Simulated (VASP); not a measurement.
# Cl2 in VASP: a series of runs, part 2 of 2

VASP 6.6.1.

**3. Relaxation of the atoms, r2SCAN**

Input file POSCAR:

```
Cl
1.0
   12.0000000000      0.0000000000      0.0000000000
    0.0000000000     12.3000000000      0.0000000000
    0.0000000000      0.0000000000     12.6000000000
Cl
2
Direct
    0.5000000000      0.5000000000      0.4206349206
    0.5000000000      0.5000000000      0.5793650794
```

Input file INCAR.step1:

```
PREC = Accurate
ENCUT = 520
ISMEAR = -1
SIGMA = 0.01
LREAL = F
LASPH = T
NELM = 100
GGA = PE
ALGO = Normal
EDIFF = 1E-4
LWAVE = T
LCHARG = F
```

Input file INCAR.step2:

```
PREC = Accurate
ENCUT = 520
EDIFF = 1E-6
ISMEAR = -1
SIGMA = 0.01
LREAL = F
LASPH = T
NELM = 100
ALGO = Normal
ISIF = 2
LWAVE = F
LCHARG = F
METAGGA = R2SCAN
LMIXTAU = T
IBRION = 2
NSW = 80
EDIFFG = -0.01
ISTART = 1
```

Input file KPOINTS:

```
regular mesh
0
Gamma
  1 1 1
```

Potentials or basis: VASP PAW PBE potentials, release 64 (Cl).

Run with:

```console
$ cat potpaw_PBE.64/Cl/POTCAR > POTCAR
$ cp INCAR.step1 INCAR
$ mpirun -np 1 vasp_gam > vasp.out
$ cp INCAR.step2 INCAR
$ mpirun -np 1 vasp_gam > vasp.out
```

OUTCAR:

```text
PREC = Accurate
   ENCUT = 520
   EDIFF = 1E-6
   ISMEAR = -1
   LREAL = F
   LASPH = T
   NELM = 100
   ISIF = 2
   METAGGA = R2SCAN
   IBRION = 2
   NSW = 80
   EDIFFG = -0.01
   ISTART = 1

 ion  position               nearest neighbor table
   1  0.500  0.500  0.421-   2 2.00
   2  0.500  0.500  0.579-   1 2.00

  LATTYP: Found a simple orthorhombic cell.
 ALAT       =    12.0000000000
 B/A-ratio  =     1.0250000000
 C/A-ratio  =     1.0500000000

  Lattice vectors:

 A1 = (  12.0000000000,   0.0000000000,   0.0000000000)
 A2 = (   0.0000000000,  12.3000000000,   0.0000000000)
 A3 = (   0.0000000000,   0.0000000000,  12.6000000000)

Analysis of symmetry for initial positions (statically):
=====================================================================
 Subroutine PRICEL returns:
 Original cell was already a primitive cell.

 Routine SETGRP: Setting up the symmetry group for a
 simple orthorhombic supercell.

 Subroutine GETGRP returns: Found  8 space group operations
 (whereof  8 operations were pure point group operations)
 out of a pool of  8 trial point group operations.

The static configuration has the point symmetry D_2h.

Analysis of symmetry for dynamics (positions and initial velocities):
=====================================================================
 Subroutine PRICEL returns:
 Original cell was already a primitive cell.

 Routine SETGRP: Setting up the symmetry group for a
 simple orthorhombic supercell.

 Subroutine GETGRP returns: Found  8 space group operations
 (whereof  8 operations were pure point group operations)
 out of a pool of  8 trial point group operations.

The dynamic configuration has the point symmetry D_2h.

 Subroutine INISYM returns: Found  8 space group operations
 (whereof  8 operations are pure point group operations),
 and found     1 'primitive' translations

----------------------------------------------------------------------------------------

                                     Primitive cell

  volume of cell :    1859.7600

  direct lattice vectors                    reciprocal lattice vectors
    12.000000000  0.000000000  0.000000000     0.083333333  0.000000000  0.000000000
     0.000000000 12.300000000  0.000000000     0.000000000  0.081300813  0.000000000
     0.000000000  0.000000000 12.600000000     0.000000000  0.000000000  0.079365079

  length of vectors
    12.000000000 12.300000000 12.600000000     0.083333333  0.081300813  0.079365079

  position of ions in fractional coordinates (direct lattice)
     0.500000000  0.500000000  0.420634921
     0.500000000  0.500000000  0.579365079

  ion indices of the primitive-cell ions
   primitive index   ion index
                 1           1
                 2           2

----------------------------------------------------------------------------------------

 KPOINTS: regular mesh

Automatic generation of k-mesh.
 Grid dimensions read from file:
 generate k-points for:    1    1    1

 Generating k-lattice:

  Cartesian coordinates                     Fractional coordinates (reciprocal lattice)
     0.083333333  0.000000000  0.000000000     1.000000000  0.000000000  0.000000000
     0.000000000  0.081300813  0.000000000     0.000000000  1.000000000  0.000000000
     0.000000000  0.000000000  0.079365079     0.000000000  0.000000000  1.000000000

  Length of vectors
     0.083333333  0.081300813  0.079365079

  Shift w.r.t. Gamma in fractional coordinates (k-lattice)
     0.000000000  0.000000000  0.000000000

 Subroutine IBZKPT returns following result:
 ===========================================

 Found      1 irreducible k-points:

 Following reciprocal coordinates:
            Coordinates               Weight
  0.000000  0.000000  0.000000      1.000000
   k-points           NKPTS =      1   k-points in BZ     NKDIM =      1   number of bands    NBANDS=     11
   number of dos      NEDOS =    301   number of ions     NIONS =      2
   total plane-waves  NPLWV = 829440
   dimension x,y,z NGX =    90 NGY =   96 NGZ =   96
   dimension x,y,z NGXF=   180 NGYF=  192 NGZF=  192
   ions per type =               2
   NGX,Y,Z   is equivalent  to a cutoff of  12.47, 12.98, 12.67 a.u.
   NGXF,Y,Z  is equivalent  to a cutoff of  24.94, 25.95, 25.33 a.u.
 SYSTEM =  unknown system
   PREC   = accura    normal or accurate (medium, high low for compatibility)
   ISTART =      1    job   : 0-new  1-cont  2-samecut
   ICHARG =      0    charge: 1-file 2-atom 10-const
   ISPIN  =      1    spin polarized calculation?
   LNONCOLLINEAR =      F non collinear calculations
   LSORBIT =      F    spin-orbit coupling
   LASPH  =      T    aspherical Exc in radial PAW
   ENCUT  =  520.0 eV  38.22 Ry    6.18 a.u.  22.31 22.87 23.43*2*pi/ulx,y,z
   NELM   =    100;   NELMIN=  2; NELMDL=  0     # of ELM steps
   EDIFF  = 0.1E-05   stopping-criterion for ELM
   LREAL  =      F    real-space projection
   EDIFFG = -.1E-01   stopping-criterion for IOM
   NSW    =     80    number of steps for IOM
   IBRION =      2    ionic relax: 0-MD 1-quasi-New 2-CG
   NFREE  =      1    steps in history (QN), initial steepest desc. (CG)
   ISIF   =      2    stress and relaxation
   ISYM   =      2    0-nonsym 1-usesym 2-fastsym
   POTIM  = 0.5000    time-step for ionic-motion
   TEBEG  =    0.0;   TEEND  =   0.0 temperature during run
   PSTRESS=    0.0 pullay stress
   NELECT =      14.0000    total number of electrons
   NUPDOWN=      -1.0000    fix difference up-down
   EMIN   =  10.00;   EMAX   =-10.00  energy-range for DOS
   EFERMI =   0.00;   METHOD = LEGACY
   ISMEAR =    -1;   SIGMA  =   0.01  broadening in eV -4-tet -1-fermi 0-gaus
   EFERMI_NEDOS =   21; number of points for ismear=-14 and -15
   IALGO  =     38    algorithm
   IMIX   =      4    mixing-type and parameters
     AMIX     =   0.40;   BMIX     =  1.00
     AMIX_MAG =   1.60;   BMIX_MAG =  1.00
  volume/ion in A,a.u.               =     929.88      6275.14
  Fermi-wavevector in a.u.,A,eV,Ry     =   0.320847  0.606314  1.400625  0.102943
  Thomas-Fermi vector in A             =   1.207823
   LORBIT       =      0    0 simple, 1 ext, 2 COOP (PROOUT), +10 PAW based schemes
   METAGGA = R2SCAN    functional components
   LHFCALC =     F    Hartree Fock is set to
   AEXX    =    0.0000 exact exchange contribution
   IVDW    =     0    specifies the selected vdW correction
   LEPSILON=     F    determine dielectric tensor
   LRPA    =     F    only Hartree local field effects (RPA)
 conjugate gradient relaxation of ions
 non-spin polarized calculation
  energy-cutoff  :      520.00
  volume of cell :     1859.76
 maximum number of plane-waves:     25042
 NGX is ok and might be reduce to    90
   NGX = 45   NGY = 45   NGZ = 47

--------------------------------------- Ionic step        1  -------------------------------------------

 number of electron      14.0000000 magnetization

 Free energy of the ion-electron system (eV)
  ---------------------------------------------------
  ext. energy  EPLUGINS =         0.00000000
  ---------------------------------------------------
  free energy    TOTEN  =       -12.08800714 eV

  energy without entropy =      -12.08800714  energy(sigma->0) =      -12.08800714

------------------------ aborting loop because EDIFF is reached ----------------------------------------

  FORCE on cell =-STRESS in cart. coord.  units (eV):
  Direction    XX          YY          ZZ          XY          YZ          ZX
  --------------------------------------------------------------------------------------
  -------------------------------------------------------------------------------------
  Total       -0.0299564     -0.0301088     -0.7919579      0.0000000      0.0000000      0.0000000
  in kB       -0.0258073     -0.0259386     -0.6822692      0.0000000      0.0000000      0.0000000
  external PRESSURE =      -0.2446717 kB  Pullay stress =       0.0000000 kB
[... 57 lines left out ...]
  energy  without entropy=      -12.0889174025  energy(sigma->0) =      -12.08891740

--------------------------------------- Ionic step        3  -------------------------------------------

 number of electron      13.9999998 magnetization

 Free energy of the ion-electron system (eV)
  ---------------------------------------------------
  ext. energy  EPLUGINS =         0.00000000
  ---------------------------------------------------
  free energy    TOTEN  =       -12.09187957 eV

  energy without entropy =      -12.09187957  energy(sigma->0) =      -12.09187957

 E-fermi :  -7.1117     XC(G=0):  -0.3780

 val. band max:       -7.3797053549   @ k =   0.0000   0.0000   0.0000
 cond. band min:      -3.8259948496   @ k =   0.0000   0.0000   0.0000
 fundamental gap:      3.5537105053
 Fermi energy:        -7.1116809224

 k-point     1 :       0.0000    0.0000    0.0000
  band No.  band energies     occupation
      1     -24.4516      2.00000
      2     -19.8771      2.00000
      3     -12.2416      2.00000
      4     -10.2278      2.00000
      5     -10.2278      2.00000
      6      -7.3797      2.00000
      7      -7.3797      2.00000
      8      -3.8260      0.00000
      9       0.0568      0.00000
     10       0.9293      0.00000
     11       1.0522      0.00000
[... 27 lines left out ...]
  FREE ENERGIE OF THE ION-ELECTRON SYSTEM (eV)
  ---------------------------------------------------
  free  energy   TOTEN  =       -12.0918795736 eV

  energy  without entropy=      -12.0918795736  energy(sigma->0) =      -12.09187957

 reached required accuracy - stopping structural energy minimisation
```

OUTCAR.step1:

```text
PREC = Accurate
   ENCUT = 520
   ISMEAR = -1
   LREAL = F
   LASPH = T
   NELM = 100
[... 209 lines left out ...]
 -----------------------------------------------------------------------------------
      6.00000      6.15000      5.30000         0.000000      0.000000      0.118634
      6.00000      6.15000      7.30000         0.000000      0.000000     -0.118634
 -----------------------------------------------------------------------------------
    total drift:                                0.000000     -0.000000      0.000000

  FREE ENERGIE OF THE ION-ELECTRON SYSTEM (eV)
  ---------------------------------------------------
  free  energy   TOTEN  =        -3.5974053986 eV

  energy  without entropy=       -3.5974053986  energy(sigma->0) =       -3.59740540
```

OSZICAR.step1:

```text
N       E                     dE             d eps       ncg     rms          rms(c)
DAV:   1     0.137383494573E+03    0.13738E+03   -0.30392E+03    30   0.698E+02
DAV:   2     0.467285610265E+02   -0.90655E+02   -0.90120E+02    33   0.982E+01
DAV:   3    -0.349728379092E+00   -0.47078E+02   -0.47008E+02    36   0.927E+01
DAV:   4    -0.386498969723E+01   -0.35153E+01   -0.35149E+01    36   0.260E+01
DAV:   5    -0.387595188135E+01   -0.10962E-01   -0.10962E-01    28   0.165E+00    0.108E+01
DAV:   6    -0.367373755617E+01    0.20221E+00   -0.14066E-01    36   0.283E+00    0.713E+00
DAV:   7    -0.359834562755E+01    0.75392E-01   -0.30901E-01    28   0.413E+00    0.784E-01
DAV:   8    -0.359310917946E+01    0.52364E-02   -0.31223E-02    28   0.146E+00    0.313E-01
DAV:   9    -0.359383779881E+01   -0.72862E-03   -0.98244E-04    36   0.230E-01    0.702E-02
DAV:  10    -0.359480087282E+01   -0.96307E-03   -0.14878E-04    36   0.932E-02    0.576E-02
DAV:  11    -0.359539066698E+01   -0.58979E-03   -0.68756E-05    28   0.481E-02    0.133E-02
DAV:  12    -0.359638183524E+01   -0.99117E-03   -0.12821E-04    36   0.586E-02    0.172E-02
DAV:  13    -0.359695150512E+01   -0.56967E-03   -0.65344E-05    33   0.413E-02    0.633E-03
DAV:  14    -0.359723054009E+01   -0.27903E-03   -0.14885E-05    25   0.212E-02    0.497E-03
DAV:  15    -0.359734253757E+01   -0.11200E-03   -0.49714E-06    17   0.144E-02    0.180E-03
DAV:  16    -0.359740539864E+01   -0.62861E-04   -0.35834E-06    17   0.110E-02
   1 F= -.35974054E+01 E0= -.35974054E+01  d E =-.135704E-13
```

Run time: 27 min. Hardware: 1 thread of AMD EPYC 7R43 (Zen 3), shared host; peak memory 1.9 GiB.

What came out:

```
Free energy                     : -12.0919 eV
Energy gained by relaxing       : 1.9 meV/atom
Ionic steps                     : 3
Gap between the frontier levels : 3.55 eV
```

The path:
| step | energy change (eV) | largest force (eV/Å) | pressure (GPa) |
| --- | --- | --- | --- |
| 1 | 0.0000 | 0.3820 | -0.02 |
| 2 | -0.0009 | 0.3547 | 0.02 |
| 3 | -0.0039 | 0.0005 | 0.00 |

Final structure:
```
Cl
1.0
    12.00000    0.00000    0.00000
     0.00000   12.30000    0.00000
     0.00000    0.00000   12.60000
Cl
2
Direct
  0.50000 0.50000 0.42143
  0.50000 0.50000 0.57857
```

Caveat: the PAW data sets were made with another functional, which shifts forces and pressure a little.
